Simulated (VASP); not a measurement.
Input of a VASP 6.6.1 run:

INCAR

```
SYSTEM = W
PREC     = Accurate       ! precision mode
ENCUT    = 520            ! plane-wave cutoff, eV
EDIFF    = 1E-6           ! SCF threshold, eV
ISMEAR   = 0              ! smearing method
SIGMA    = 0.15           ! smearing width, eV
LREAL    = .FALSE.        ! projectors in reciprocal space
LASPH    = .TRUE.         ! aspherical terms in the spheres
NELM     = 80             ! most SCF steps
ALGO     = Fast           ! electronic algorithm
ISIF     = 2              ! what is computed and relaxed
LWAVE    = .FALSE.        ! write WAVECAR
LCHARG   = .FALSE.        ! write CHGCAR
GGA      = PS             ! functional
NBANDS   = 13             ! bands
```

KPOINTS

```
Automatic mesh
0
G
  26 26 26
  0 0 0
```

POSCAR

```
W
1.0
    0.0000000000      2.0589656399      2.0289807034
    2.0589656399      0.0000000000      2.0289807034
    2.0589656399      2.0589656399      0.0000000000
W
1
Direct
    0.0000000000      0.0000000000      0.0000000000
```

Potentials or basis: VASP PAW PBE potentials, release 64 (W_sv).

Launch:

```bash
$ cat potpaw_PBE.64/W_sv/POTCAR > POTCAR
$ mpirun -np 1 vasp_std > vasp.out
```

Problem. What does it give for the band gap on the k mesh?

Solution. Zero (bands 7 and 8 overlap by 3.48 eV).

Problem. Predict the pressure.

Solution. -18.8 GPa.

Stress tensor (GPa, compression positive):
```
-17.28   0.00   0.00
  0.00 -17.28   0.00
  0.00   0.00 -21.94
```

Caveat: the cell differs from its parent crystal (strain +0.030 along x and y, +0.015 along z); the cell stands under tension; the PAW data sets were made with another functional, which shifts forces and pressure a little; spin-orbit coupling is left out, which moves the levels of the heavy elements.
